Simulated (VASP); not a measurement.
# Si (P6_3/mmc) in VASP: further runs

Runs on Si. Level: LDA. Tasks: single point.

Program: VASP 6.6.1. These are calculated values, not measurements. Logs are shortened: lines on timing, memory, paths and dates and some standing lists are left out, and cuts for length are marked.

**1. The cell of the first run**

Symmetry: P6_3/mmc, No. 194, hexagonal system. The conventional cell has a = 3.678 Å, b = 3.678 Å, c = 6.079 Å, α = 90.00°, β = 90.00°, γ = 120.00°. Si (site symmetry 3m) has 4 Si at 2.26 to 2.27 Å within 3.0 Å.

**2. Single point, LDA (strain -0.040 along x and y, -0.040 along z)**

INCAR reads:

```
SYSTEM = Si
ALGO = Normal ; EDIFF = 1E-6
ENCUT = 520 ; ISIF = 2
ISMEAR = 0 ; LASPH = .True.
LCHARG = .True. ; LELF = .True.
LREAL = .False. ; LVHAR = .True.
LWAVE = .False. ; NBANDS = 16
NELM = 60 ; PREC = Accurate
SIGMA = 0.03
```

KPOINTS reads:

```
k-points
0
Gamma
  12 12 6
  0 0 0
```

POSCAR reads:

```
Si
1.0
    3.6780647621      0.0000000000      0.0000000000
   -1.8390323811      3.1852975207      0.0000000000
    0.0000000000      0.0000000000      6.0793171202
Si
4
Direct
    0.3333333333      0.6666666667      0.0630095000
    0.6666666667      0.3333333333      0.5630095000
    0.3333333333      0.6666666667      0.4369905000
    0.6666666667      0.3333333333      0.9369905000
```

Potentials or basis: VASP PAW LDA potentials, release 64 (Si).

The run is started by

```bash
$ cat potpaw_LDA.64/Si/POTCAR > POTCAR
$ mpirun -np 1 vasp_std > vasp.out
```

OUTCAR:

```text
SYSTEM = Si
   EDIFF = 1E-6
   ENCUT = 520
   ISIF = 2
   ISMEAR = 0
   LASPH = .True.
   LREAL = .False.
   NELM = 60
   PREC = Accurate

 ion  position               nearest neighbor table
   1  0.333  0.667  0.063-   4 2.26   4 2.26   4 2.26   3 2.27
   2  0.667  0.333  0.563-   3 2.26   3 2.26   3 2.26   4 2.27
   3  0.333  0.667  0.437-   2 2.26   2 2.26   2 2.26   1 2.27
   4  0.667  0.333  0.937-   1 2.26   1 2.26   1 2.26   2 2.27

  LATTYP: Found a hexagonal cell.
 ALAT       =     3.6780647621
 C/A-ratio  =     1.6528575524

  Lattice vectors:

 A1 = (   3.6780647621,   0.0000000000,   0.0000000000)
 A2 = (  -1.8390323811,   3.1852975207,   0.0000000000)
 A3 = (   0.0000000000,   0.0000000000,   6.0793171202)

Analysis of symmetry for initial positions (statically):
=====================================================================
 Subroutine PRICEL returns:
 Original cell was already a primitive cell.

 Routine SETGRP: Setting up the symmetry group for a
 hexagonal supercell.

 Subroutine GETGRP returns: Found 24 space group operations
 (whereof 12 operations were pure point group operations)
 out of a pool of 24 trial point group operations.

The static configuration has the point symmetry D_3d.
 The point group associated with its full space group is D_6h.

Analysis of symmetry for dynamics (positions and initial velocities):
=====================================================================
 Subroutine PRICEL returns:
 Original cell was already a primitive cell.

 Routine SETGRP: Setting up the symmetry group for a
 hexagonal supercell.

 Subroutine GETGRP returns: Found 24 space group operations
 (whereof 12 operations were pure point group operations)
 out of a pool of 24 trial point group operations.

The dynamic configuration has the point symmetry D_3d.
 The point group associated with its full space group is D_6h.

 Subroutine INISYM returns: Found 24 space group operations
 (whereof 12 operations are pure point group operations),
 and found     1 'primitive' translations

----------------------------------------------------------------------------------------

                                     Primitive cell

  volume of cell :      71.2236

  direct lattice vectors                    reciprocal lattice vectors
     3.678064762  0.000000000  0.000000000     0.271882108  0.156971208  0.000000000
    -1.839032381  3.185297521  0.000000000     0.000000000  0.313942416  0.000000000
     0.000000000  0.000000000  6.079317120     0.000000000  0.000000000  0.164492159

  length of vectors
     3.678064762  3.678064762  6.079317120     0.313942416  0.313942416  0.164492159

  position of ions in fractional coordinates (direct lattice)
     0.333333333  0.666666667  0.063009500
     0.666666667  0.333333333  0.563009500
     0.333333333  0.666666667  0.436990500
     0.666666667  0.333333333  0.936990500

  ion indices of the primitive-cell ions
   primitive index   ion index
                 1           1
                 2           2
                 3           3
                 4           4

----------------------------------------------------------------------------------------

 KPOINTS: k-points

Automatic generation of k-mesh.
 Grid dimensions read from file:
 generate k-points for:   12   12    6

 Generating k-lattice:

  Cartesian coordinates                     Fractional coordinates (reciprocal lattice)
     0.022656842  0.013080934  0.000000000     0.083333333  0.000000000  0.000000000
     0.000000000  0.026161868  0.000000000     0.000000000  0.083333333  0.000000000
     0.000000000  0.000000000  0.027415360     0.000000000  0.000000000  0.166666667

  Length of vectors
     0.026161868  0.026161868  0.027415360

  Shift w.r.t. Gamma in fractional coordinates (k-lattice)
     0.000000000  0.000000000  0.000000000

 Subroutine IBZKPT returns following result:
 ===========================================

 Found     76 irreducible k-points:

 Following reciprocal coordinates:
            Coordinates               Weight
  0.000000  0.000000  0.000000      1.000000
  0.083333 -0.000000  0.000000      6.000000
  0.166667 -0.000000  0.000000      6.000000
  0.250000 -0.000000  0.000000      6.000000
  0.333333  0.000000  0.000000      6.000000
  0.416667 -0.000000  0.000000      6.000000
[... 16 lines left out ...]
  0.250000 -0.000000  0.166667     12.000000
  0.333333  0.000000  0.166667     12.000000
 [... further k-points ...]
   k-points           NKPTS =     76   k-points in BZ     NKDIM =     76   number of bands    NBANDS=     16
   number of dos      NEDOS =    301   number of ions     NIONS =      4
   total plane-waves  NPLWV =  37632
   dimension x,y,z NGX =    28 NGY =   28 NGZ =   48
   dimension x,y,z NGXF=    56 NGYF=   56 NGZF=   96
   ions per type =               4
   NGX,Y,Z   is equivalent  to a cutoff of  12.66, 12.66, 13.13 a.u.
   NGXF,Y,Z  is equivalent  to a cutoff of  25.31, 25.31, 26.25 a.u.
 SYSTEM =  Si
   PREC   = accura    normal or accurate (medium, high low for compatibility)
   ISTART =      0    job   : 0-new  1-cont  2-samecut
   ICHARG =      2    charge: 1-file 2-atom 10-const
   ISPIN  =      1    spin polarized calculation?
   LNONCOLLINEAR =      F non collinear calculations
   LSORBIT =      F    spin-orbit coupling
   LASPH  =      T    aspherical Exc in radial PAW
   ENCUT  =  520.0 eV  38.22 Ry    6.18 a.u.   6.84  6.84 11.30*2*pi/ulx,y,z
   NELM   =     60;   NELMIN=  2; NELMDL= -5     # of ELM steps
   EDIFF  = 0.1E-05   stopping-criterion for ELM
   LREAL  =      F    real-space projection
   EDIFFG = 0.1E-04   stopping-criterion for IOM
   NSW    =      0    number of steps for IOM
   IBRION =     -1    ionic relax: 0-MD 1-quasi-New 2-CG
   NFREE  =      0    steps in history (QN), initial steepest desc. (CG)
   ISIF   =      2    stress and relaxation
   ISYM   =      2    0-nonsym 1-usesym 2-fastsym
   POTIM  = 0.5000    time-step for ionic-motion
   TEBEG  =    0.0;   TEEND  =   0.0 temperature during run
   PSTRESS=    0.0 pullay stress
   NELECT =      16.0000    total number of electrons
   NUPDOWN=      -1.0000    fix difference up-down
   EMIN   =  10.00;   EMAX   =-10.00  energy-range for DOS
   EFERMI =   0.00;   METHOD = LEGACY
   ISMEAR =     0;   SIGMA  =   0.03  broadening in eV -4-tet -1-fermi 0-gaus
   EFERMI_NEDOS =   21; number of points for ismear=-14 and -15
   IALGO  =     38    algorithm
   IMIX   =      4    mixing-type and parameters
     AMIX     =   0.40;   BMIX     =  1.00
     AMIX_MAG =   1.60;   BMIX_MAG =  1.00
  volume/ion in A,a.u.               =      17.81       120.16
  Fermi-wavevector in a.u.,A,eV,Ry     =   0.995192  1.880640 13.475300  0.990407
  Thomas-Fermi vector in A             =   2.127195
   LORBIT       =      0    0 simple, 1 ext, 2 COOP (PROOUT), +10 PAW based schemes
   GGA     = CA    functional components
   LHFCALC =     F    Hartree Fock is set to
   AEXX    =    0.0000 exact exchange contribution
   IVDW    =     0    specifies the selected vdW correction
   LEPSILON=     F    determine dielectric tensor
   LRPA    =     F    only Hartree local field effects (RPA)
 non-spin polarized calculation
 Gauss-broadening in eV      SIGMA  =   0.03
  energy-cutoff  :      520.00
  volume of cell :       71.22
 maximum number of plane-waves:      1941
 NGX is ok and might be reduce to    28
   NGX = 13   NGY = 13   NGZ = 23

 number of electron      16.0000001 magnetization

 Free energy of the ion-electron system (eV)
  ---------------------------------------------------
  ext. energy  EPLUGINS =         0.00000000
  ---------------------------------------------------
  free energy    TOTEN  =       -23.53931819 eV

  energy without entropy =      -23.53923923  energy(sigma->0) =      -23.53927871

 E-fermi :   7.3586     XC(G=0): -10.0498

 val. band max:        7.3491314498   @ k =   0.0000   0.0000   0.0000
 cond. band min:       7.3750505315   @ k =   0.5000  -0.0000   0.0000
 fundamental gap:      0.0259190817
 Fermi energy:         7.3585770962

 k-point     1 :       0.0000    0.0000    0.0000
  band No.  band energies     occupation
      1      -5.7850      2.00000
      2      -3.1736      2.00000
      3      -0.5772      2.00000
      4       5.6386      2.00000
      5       5.6386      2.00000
      6       6.9189      2.00000
[... 8 lines left out ...]
     15      12.1744      0.00000
     16      13.1239      0.00000

 k-point     2 :       0.0833   -0.0000    0.0000
  band No.  band energies     occupation
      1      -5.6953      2.00000
      2      -3.0830      2.00000
      3      -0.5165      2.00000
      4       4.8952      2.00000
      5       5.4393      2.00000
      6       6.7446      2.00000
[... 8 lines left out ...]
     15      12.5433      0.00000
     16      12.7283      0.00000

 k-point     3 :       0.1667   -0.0000    0.0000
  band No.  band energies     occupation
      1      -5.4284      2.00000
      2      -2.8129      2.00000
      3      -0.3563      2.00000
      4       3.5682      2.00000
      5       5.0075      2.00000
      6       5.4839      2.00000
[... 8 lines left out ...]
     15      12.7913      0.00000
     16      12.8320      0.00000

 k-point     4 :       0.2500   -0.0000    0.0000
  band No.  band energies     occupation
      1      -4.9914      2.00000
      2      -2.3694      2.00000
      3      -0.2083      2.00000
      4       2.3432      2.00000
      5       4.0914      2.00000
      6       4.5616      2.00000
[... 8 lines left out ...]
     15      13.2572      0.00000
     16      14.0996      0.00000
[... 324 lines left out ...]
 k-point    22 :       0.1667   -0.0000    0.1667
  band No.  band energies     occupation
      1      -5.3293      2.00000
      2      -3.2127      2.00000
      3       0.2117      2.00000
      4       3.6693      2.00000
      5       5.0300      2.00000
      6       5.0875      2.00000
[... 8 lines left out ...]
     15      12.5685      0.00000
     16      13.0753      0.00000

 k-point    23 :       0.2500   -0.0000    0.1667
  band No.  band energies     occupation
      1      -4.8930      2.00000
      2      -2.7804      2.00000
      3       0.3135      2.00000
      4       2.5000      2.00000
      5       3.7075      2.00000
      6       4.6428      2.00000
[... 8 lines left out ...]
     15      13.3840      0.00000
     16      13.8763      0.00000

 k-point    24 :       0.3333    0.0000    0.1667
  band No.  band energies     occupation
      1      -4.3065      2.00000
      2      -2.2100      2.00000
      3      -0.0757      2.00000
      4       2.0443      2.00000
      5       2.4081      2.00000
      6       4.2877      2.00000
[... 8 lines left out ...]
     15      14.5463      0.00000
     16      14.9025      0.00000

 [... further k-points ...]

------------------------ aborting loop because EDIFF is reached ----------------------------------------

  FORCE on cell =-STRESS in cart. coord.  units (eV):
  Direction    XX          YY          ZZ          XY          YZ          ZX
  --------------------------------------------------------------------------------------
  -------------------------------------------------------------------------------------
  Total        5.2954605      5.2954605      5.4646775     -0.0000000      0.0000000      0.0000000
  in kB      119.1214967    119.1214967    122.9280373     -0.0000000      0.0000000      0.0000000
  external PRESSURE =     120.3903436 kB  Pullay stress =       0.0000000 kB

 VOLUME and BASIS-vectors are now :
 -----------------------------------------------------------------------------
  energy-cutoff  :      520.00
  volume of cell :       71.22
      direct lattice vectors                 reciprocal lattice vectors
     3.678064762  0.000000000  0.000000000     0.271882108  0.156971208  0.000000000
    -1.839032381  3.185297521  0.000000000     0.000000000  0.313942416  0.000000000
     0.000000000  0.000000000  6.079317120     0.000000000  0.000000000  0.164492159

 POSITION                                       TOTAL-FORCE (eV/Angst)
 -----------------------------------------------------------------------------------
     -0.00000      2.12353      0.38305         0.000000      0.000000      0.044307
      1.83903      1.06177      3.42271        -0.000000     -0.000000      0.044307
     -0.00000      2.12353      2.65660         0.000000      0.000000     -0.044307
      1.83903      1.06177      5.69626        -0.000000     -0.000000     -0.044307
 -----------------------------------------------------------------------------------
    total drift:                               -0.000000      0.000000     -0.000000

  FREE ENERGIE OF THE ION-ELECTRON SYSTEM (eV)
  ---------------------------------------------------
  free  energy   TOTEN  =       -23.5393181851 eV

  energy  without entropy=      -23.5392392317  energy(sigma->0) =      -23.53927871
```

Wall time 31 s (1 thread of AMD EPYC 9R45 (Zen 5), shared host); peak memory 0.16 GiB.

What came out:

```
Free energy            : -23.5393 eV
Pressure               : 12.0 GPa
Largest force          : 0.044 eV/Å
Band gap on the k mesh : 0.03 eV, indirect (least direct gap 1.25 eV)
```

Forces in eV/Å, atoms in the order of the input:
```
Si   0.000  0.000  0.044
Si   0.000  0.000  0.044
Si   0.000  0.000 -0.044
Si   0.000  0.000 -0.044
```

Caveat: the cell differs from its parent crystal (strain -0.040 along x and y, -0.040 along z).

(Continued in part 2 of 2.)
